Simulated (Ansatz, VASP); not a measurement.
## Two plane-wave programs on TiSi16

```
Si Ti
1.0
     0.00000    5.43000    5.43000
     5.43000    0.00000    5.43000
     5.43000    5.43000    0.00000
Si Ti
16 1
Direct
  0.00181 0.00096 0.00115
  0.12559 0.12428 0.12455
  0.00204 0.00087 0.49507
  0.12157 0.12161 0.62792
  0.00207 0.49480 0.00108
  0.12170 0.62770 0.12167
  0.98734 0.50401 0.50408
  0.12227 0.62762 0.62786
  0.49610 0.00096 0.00115
  0.62859 0.12146 0.12138
  0.50421 0.98728 0.50431
  0.62892 0.12161 0.62792
  0.50426 0.50430 0.98718
  0.62895 0.62770 0.12166
  0.50458 0.50402 0.50408
  0.62501 0.62508 0.62492
  0.37530 0.37468 0.37475
```

Alike in both runs: functional PBE; k mesh 2 × 2 × 2; occupations fermi-dirac, width 0.02 eV; no spin polarisation.

Ansatz relaxed the structure, and its values are those at the end. VASP's run is a single point on that final structure, the one shown.

|  | VASP | Ansatz |
| --- | --- | --- |
| version | VASP 6.6.1 | Ansatz 0.2.0 |
| potentials or method | VASP PAW PBE potentials, release 64 (Si, Ti_sv), cutoff 520 eV | scalar-relativistic, plane waves, PAW |
| valence electrons in the cell | 76 | 76 |

```csv
,VASP,Ansatz,Ansatz less VASP
rms of the force components (eV/Å),0.016,0.017,+0.0008
```

The k mesh is coarse, so the values compare programs but aren't converged.
